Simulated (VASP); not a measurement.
A run of VASP 6.6.1 is set up as follows.

The input INCAR:

```
SYSTEM = Re
ALGO = Normal
EDIFF = 1E-6
ENCUT = 520
GGA = PS
ISIF = 2
ISMEAR = -1
LASPH = .True.
LCHARG = .False.
LREAL = .False.
LWAVE = .False.
NBANDS = 18
NELM = 60
PREC = Accurate
SIGMA = 0.05
```

KPOINTS

```
k-points
0
Gamma
  15 15 15
  0 0 0
```

File POSCAR:

```
Re
1.0
    1.3839231524      0.7990084046      6.7655941694
   -1.3839231524      0.7990084046      6.7655941694
    0.0000000000     -1.5980168092      6.7655941694
Re
3
Direct
    0.0000000000      0.0000000000      0.0000000000
    0.2221738800      0.2221738800      0.2221738800
    0.7778261200      0.7778261200      0.7778261200
```

Potentials or basis: VASP PAW PBE potentials, release 64 (Re).

The run is started by

```console
$ cat potpaw_PBE.64/Re/POTCAR > POTCAR
$ mpirun -np 1 vasp_std > vasp.out
```

Q: Predict the band gap on the k mesh.

A: Zero (an odd number of electrons rules out a gap without spin polarisation).

Q: Estimate the largest force.

A: 0.051 eV/Å.

Q: Predict the pressure.

A: -10.2 GPa.

Forces in eV/Å, atoms in the order of the input:
```
Re   0.000  0.000  0.000
Re   0.000  0.000 -0.051
Re   0.000  0.000  0.051
```

Caveat: the cell differs from its parent crystal (zz strain of +1 %); the stress differs along the axes, from -14 to -9 GPa; the PAW data sets were made with another functional, which shifts forces and pressure a little; spin-orbit coupling is left out, which moves the levels of the heavy elements.
